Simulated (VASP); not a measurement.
# Rh (Fm-3m) in VASP: single point with PBE

Aim: the single point of Rh with PBE.

Everything below comes from runs of VASP 6.6.1. Logs are shortened: lines on timing, memory, paths and dates and some standing lists are left out, and cuts for length are marked.

**1. The cell of the first run**

Symmetry: Fm-3m, No. 225, cubic system. Conventional cell: a = 3.796 Å, b = 3.796 Å, c = 3.796 Å, α = 90.00°, β = 90.00°, γ = 90.00°. Rh (site symmetry m-3m) has 12 Rh at 2.68 Å within 3.5 Å.

**2. Single point, PBE**

Input file INCAR:

```
SYSTEM = Rh
  PREC = Accurate
  ENCUT = 500
  EDIFF = 1E-6
  ISMEAR = 0
  SIGMA = 0.1
  LREAL = .False.
  LASPH = .True.
  NELM = 120
  ALGO = Normal
  ISIF = 2
  LWAVE = .False.
  LCHARG = .True.
  GGA = PE
  LELF = .True.
  LVHAR = .True.
  NBANDS = 102
  GGA_COMPAT = .False.
```

Input file KPOINTS:

```
regular mesh
0
Gamma
  2 3 3
  0 0 0
```

Input file POSCAR:

```
Rh
1.0
    0.0000000000      5.6935500000      5.6935500000
    3.7957000000      0.0000000000      3.7957000000
    3.7957000000      3.7957000000      0.0000000000
Rh
12
Direct
    0.0000000000      0.0000000000      0.0000000000
    0.0000000000      0.0000000000      0.5000000000
    0.0000000000      0.5000000000      0.0000000000
    0.0000000000      0.5000000000      0.5000000000
    0.3333333333      0.0000000000      0.0000000000
    0.3333333333      0.0000000000      0.5000000000
    0.3333333333      0.5000000000      0.0000000000
    0.3333333333      0.5000000000      0.5000000000
    0.6666666667      0.0000000000      0.0000000000
    0.6666666667      0.0000000000      0.5000000000
    0.6666666667      0.5000000000      0.0000000000
    0.6666666667      0.5000000000      0.5000000000
```

Potentials or basis: VASP PAW PBE potentials, release 64 (Rh_pv).

Launch:

```
$ cat potpaw_PBE.64/Rh_pv/POTCAR > POTCAR
$ mpirun -np 1 vasp_std > vasp.out
```

OUTCAR:

```text
SYSTEM = Rh
   PREC = Accurate
   ENCUT = 500
   EDIFF = 1E-6
   ISMEAR = 0
   LREAL = .False.
   LASPH = .True.
   NELM = 120
   ISIF = 2
   GGA = PE

 ion  position               nearest neighbor table
   1  0.000  0.000  0.000-   5 2.68   9 2.68  10 2.68  11 2.68   6 2.68   7 2.68   2 2.68   4 2.68
                             2 2.68   3 2.68   4 2.68   3 2.68
   2  0.000  0.000  0.500-   6 2.68  10 2.68   9 2.68  12 2.68   5 2.68   8 2.68   1 2.68   3 2.68
                             1 2.68   3 2.68   4 2.68   4 2.68
   3  0.000  0.500  0.000-   7 2.68  11 2.68   9 2.68  12 2.68   8 2.68   5 2.68   2 2.68   4 2.68
                             1 2.68   1 2.68   2 2.68   4 2.68
   4  0.000  0.500  0.500-   8 2.68  12 2.68  11 2.68  10 2.68   7 2.68   6 2.68   1 2.68   3 2.68
                             2 2.68   1 2.68   2 2.68   3 2.68
   5  0.333  0.000  0.000-   1 2.68   2 2.68   3 2.68   6 2.68   7 2.68   6 2.68   8 2.68   7 2.68
                             8 2.68  10 2.68  11 2.68   9 2.68
   6  0.333  0.000  0.500-   2 2.68   1 2.68   4 2.68   5 2.68   8 2.68   5 2.68   7 2.68   7 2.68
                             8 2.68   9 2.68  12 2.68  10 2.68
   7  0.333  0.500  0.000-   3 2.68   1 2.68   4 2.68   5 2.68   8 2.68   6 2.68   8 2.68   5 2.68
                             6 2.68  12 2.68   9 2.68  11 2.68
   8  0.333  0.500  0.500-   4 2.68   3 2.68   2 2.68   6 2.68   7 2.68   5 2.68   7 2.68   5 2.68
                             6 2.68  11 2.68  10 2.68  12 2.68
   9  0.667  0.000  0.000-   1 2.68   2 2.68   3 2.68  10 2.68  10 2.68  12 2.68  11 2.68  11 2.68
                            12 2.68   6 2.68   7 2.68   5 2.68
  10  0.667  0.000  0.500-   2 2.68   1 2.68   4 2.68   9 2.68   9 2.68  11 2.68  12 2.68  11 2.68
                            12 2.68   5 2.68   8 2.68   6 2.68
  11  0.667  0.500  0.000-   3 2.68   4 2.68   1 2.68   9 2.68  10 2.68  12 2.68  12 2.68   9 2.68
                            10 2.68   5 2.68   8 2.68   7 2.68
  12  0.667  0.500  0.500-   4 2.68   3 2.68   2 2.68  10 2.68   9 2.68  11 2.68  11 2.68   9 2.68
                            10 2.68   6 2.68   7 2.68   8 2.68

  LATTYP: Found a face centered orthorhombic cell.
 ALAT       =     5.3679304187
 B/A-ratio  =     1.7320508076
 C/A-ratio  =     2.4494897428

  Lattice vectors:

 A1 = (   0.0000000000,   5.6935500000,   5.6935500000)
 A2 = (  -3.7957000000,   1.8978500000,   5.6935500000)
 A3 = (   3.7957000000,  -0.0000000000,   3.7957000000)

Analysis of symmetry for initial positions (statically):
=====================================================================
 Subroutine PRICEL returns following result:

  LATTYP: Found a face centered cubic cell.
 ALAT       =     3.7957000000

  Lattice vectors:

 A1 = (   0.0000000000,   1.8978499998,   1.8978499998)
 A2 = (   1.8978500000,   0.0000000000,   1.8978500000)
 A3 = (   1.8978500000,   1.8978500000,   0.0000000000)

  12 primitive cells build up your supercell.

 Routine SETGRP: Setting up the symmetry group for a
 face centered orthorhombic supercell.

 Subroutine GETGRP returns: Found  4 space group operations
 (whereof  4 operations were pure point group operations)
 out of a pool of  8 trial point group operations.

The static configuration has the point symmetry C_2h.

Analysis of symmetry for dynamics (positions and initial velocities):
=====================================================================
 Subroutine PRICEL returns following result:

  LATTYP: Found a face centered cubic cell.
 ALAT       =     3.7957000000

  Lattice vectors:

 A1 = (   0.0000000000,   1.8978499998,   1.8978499998)
 A2 = (   1.8978500000,   0.0000000000,   1.8978500000)
 A3 = (   1.8978500000,   1.8978500000,   0.0000000000)

  12 primitive cells build up your supercell.

 Routine SETGRP: Setting up the symmetry group for a
 face centered orthorhombic supercell.

 Subroutine GETGRP returns: Found  4 space group operations
 (whereof  4 operations were pure point group operations)
 out of a pool of  8 trial point group operations.

The dynamic configuration has the point symmetry C_2h.

 Subroutine INISYM returns: Found  4 space group operations
 (whereof  4 operations are pure point group operations),
 and found    12 'primitive' translations

----------------------------------------------------------------------------------------

                                     Primitive cell

  volume of cell :      13.6715

  direct lattice vectors                    reciprocal lattice vectors
[... 27 lines left out ...]
     0.043909336  0.043909336 -0.043909336     0.000000000  0.000000000  0.333333333

  Length of vectors
     0.076053201  0.076053201  0.076053201

  Shift w.r.t. Gamma in fractional coordinates (k-lattice)
     0.000000000  0.000000000  0.000000000

 WARNING: IBZKPT: internal override: KBLOWUP is changed to .FALSE.
      ... skipping the blow-up phase ...

 Subroutine IBZKPT returns following result:
 ===========================================

 Found      8 irreducible k-points:

 Following reciprocal coordinates:
            Coordinates               Weight
  0.000000  0.000000  0.000000      1.000000
  0.500000  0.000000  0.000000      1.000000
  0.000000  0.333333  0.000000      4.000000
  0.500000  0.333333  0.000000      4.000000
  0.000000  0.333333  0.333333      2.000000
  0.500000  0.333333  0.333333      2.000000
  0.000000 -0.333333  0.333333      2.000000
  0.500000 -0.333333  0.333333      2.000000
   k-points           NKPTS =      8   k-points in BZ     NKDIM =      8   number of bands    NBANDS=    102
   number of dos      NEDOS =    301   number of ions     NIONS =     12
   total plane-waves  NPLWV =  96000
   dimension x,y,z NGX =    60 NGY =   40 NGZ =   40
   dimension x,y,z NGXF=   120 NGYF=   80 NGZF=   80
   ions per type =              12
   NGX,Y,Z   is equivalent  to a cutoff of  12.39, 12.39, 12.39 a.u.
   NGXF,Y,Z  is equivalent  to a cutoff of  24.78, 24.78, 24.78 a.u.
 SYSTEM =  Rh
   PREC   = accura    normal or accurate (medium, high low for compatibility)
   ISTART =      0    job   : 0-new  1-cont  2-samecut
   ICHARG =      2    charge: 1-file 2-atom 10-const
   ISPIN  =      1    spin polarized calculation?
   LNONCOLLINEAR =      F non collinear calculations
   LSORBIT =      F    spin-orbit coupling
   LASPH  =      T    aspherical Exc in radial PAW
   ENCUT  =  500.0 eV  36.75 Ry    6.06 a.u.  14.68  9.79  9.79*2*pi/ulx,y,z
   NELM   =    120;   NELMIN=  2; NELMDL= -5     # of ELM steps
   EDIFF  = 0.1E-05   stopping-criterion for ELM
   LREAL  =      F    real-space projection
   EDIFFG = 0.1E-04   stopping-criterion for IOM
   NSW    =      0    number of steps for IOM
   IBRION =     -1    ionic relax: 0-MD 1-quasi-New 2-CG
   NFREE  =      0    steps in history (QN), initial steepest desc. (CG)
   ISIF   =      2    stress and relaxation
   ISYM   =      2    0-nonsym 1-usesym 2-fastsym
   POTIM  = 0.5000    time-step for ionic-motion
   TEBEG  =    0.0;   TEEND  =   0.0 temperature during run
   PSTRESS=    0.0 pullay stress
   NELECT =     180.0000    total number of electrons
   NUPDOWN=      -1.0000    fix difference up-down
   EMIN   =  10.00;   EMAX   =-10.00  energy-range for DOS
   EFERMI =   0.00;   METHOD = LEGACY
   ISMEAR =     0;   SIGMA  =   0.10  broadening in eV -4-tet -1-fermi 0-gaus
   EFERMI_NEDOS =   21; number of points for ismear=-14 and -15
   IALGO  =     38    algorithm
   IMIX   =      4    mixing-type and parameters
     AMIX     =   0.40;   BMIX     =  1.00
     AMIX_MAG =   1.60;   BMIX_MAG =  1.00
  volume/ion in A,a.u.               =      13.67        92.26
  Fermi-wavevector in a.u.,A,eV,Ry     =   1.688496  3.190795 38.790465  2.851019
  Thomas-Fermi vector in A             =   2.770792
   LORBIT       =      0    0 simple, 1 ext, 2 COOP (PROOUT), +10 PAW based schemes
   GGA     = PE    functional components
   LHFCALC =     F    Hartree Fock is set to
   AEXX    =    0.0000 exact exchange contribution
   IVDW    =     0    specifies the selected vdW correction
   LEPSILON=     F    determine dielectric tensor
   LRPA    =     F    only Hartree local field effects (RPA)
 non-spin polarized calculation
 Gauss-broadening in eV      SIGMA  =   0.10
  energy-cutoff  :      500.00
  volume of cell :      164.06
 maximum number of plane-waves:      4183
 NGX is ok and might be reduce to    60
   NGX = 29   NGY = 19   NGZ = 19

 number of electron     180.0000087 magnetization

 Free energy of the ion-electron system (eV)
  ---------------------------------------------------
  ext. energy  EPLUGINS =         0.00000000
  ---------------------------------------------------
  free energy    TOTEN  =       -86.04497178 eV

  energy without entropy =      -85.93503005  energy(sigma->0) =      -85.99000091

 E-fermi :  11.8371     XC(G=0): -14.0694

 val. band max:       11.7659064676   @ k =   0.0000   0.3333   0.0000
 cond. band min:      11.8690523243   @ k =   0.0000  -0.3333   0.3333
 fundamental gap:      0.1031458567
 Fermi energy:        11.8371025515

 k-point     1 :       0.0000    0.0000    0.0000
  band No.  band energies     occupation
      1     -35.1316      2.00000
      2     -35.1316      2.00000
      3     -35.0878      2.00000
      4     -35.0565      2.00000
      5     -35.0565      2.00000
      6     -35.0136      2.00000
[... 829 lines left out ...]
    101      15.2807      0.00000
    102      15.2807      0.00000

------------------------ aborting loop because EDIFF is reached ----------------------------------------

  FORCE on cell =-STRESS in cart. coord.  units (eV):
  Direction    XX          YY          ZZ          XY          YZ          ZX
  --------------------------------------------------------------------------------------
  -------------------------------------------------------------------------------------
  Total        9.2195786      9.2194099      9.2194099      0.0000720      0.0000386      0.0000718
  in kB       90.0377761     90.0361282     90.0361282      0.0007034      0.0003771      0.0007010
  external PRESSURE =      90.0366775 kB  Pullay stress =       0.0000000 kB

 VOLUME and BASIS-vectors are now :
 -----------------------------------------------------------------------------
  energy-cutoff  :      500.00
  volume of cell :      164.06
      direct lattice vectors                 reciprocal lattice vectors
     0.000000000  5.693550000  5.693550000    -0.087818672  0.087818672  0.087818672
     3.795700000  0.000000000  3.795700000     0.131728008 -0.131728008  0.131728008
     3.795700000  3.795700000  0.000000000     0.131728008  0.131728008 -0.131728008

 POSITION                                       TOTAL-FORCE (eV/Angst)
 -----------------------------------------------------------------------------------
      0.00000      0.00000      0.00000         0.000000     -0.000000      0.000000
      1.89785      1.89785      0.00000         0.000000     -0.000000     -0.000000
      1.89785      0.00000      1.89785         0.000000      0.000000     -0.000000
      3.79570      1.89785      1.89785         0.000000      0.000000     -0.000000
      0.00000      1.89785      1.89785        -0.000000      0.000000      0.000000
      1.89785      3.79570      1.89785         0.000000      0.000000      0.000000
      1.89785      1.89785      3.79570        -0.000000      0.000000      0.000000
      3.79570      3.79570      3.79570        -0.000000      0.000000      0.000000
      0.00000      3.79570      3.79570        -0.000000     -0.000000      0.000000
      1.89785      5.69355      3.79570        -0.000000     -0.000000     -0.000000
      1.89785      3.79570      5.69355        -0.000000     -0.000000     -0.000000
      3.79570      5.69355      5.69355        -0.000000     -0.000000     -0.000000
 -----------------------------------------------------------------------------------
    total drift:                                0.000000      0.000000      0.000000

  FREE ENERGIE OF THE ION-ELECTRON SYSTEM (eV)
  ---------------------------------------------------
  free  energy   TOTEN  =       -86.0449717773 eV

  energy  without entropy=      -85.9350300488  energy(sigma->0) =      -85.99000091
```

Wall time 1.7 min (1 thread of Intel Xeon 6975P-C (Granite Rapids), shared host); peak memory 0.32 GiB.

Results:

```yaml
Free_energy: -86.0450 eV
Pressure: 9.0 GPa
Band_gap_on_the_k_mesh: zero (bands 90 and 91 overlap by 0.87 eV)
```

Caveat: the k points lie up to 0.48 Å⁻¹ apart, too coarse for converged energies and pressures of a metal.
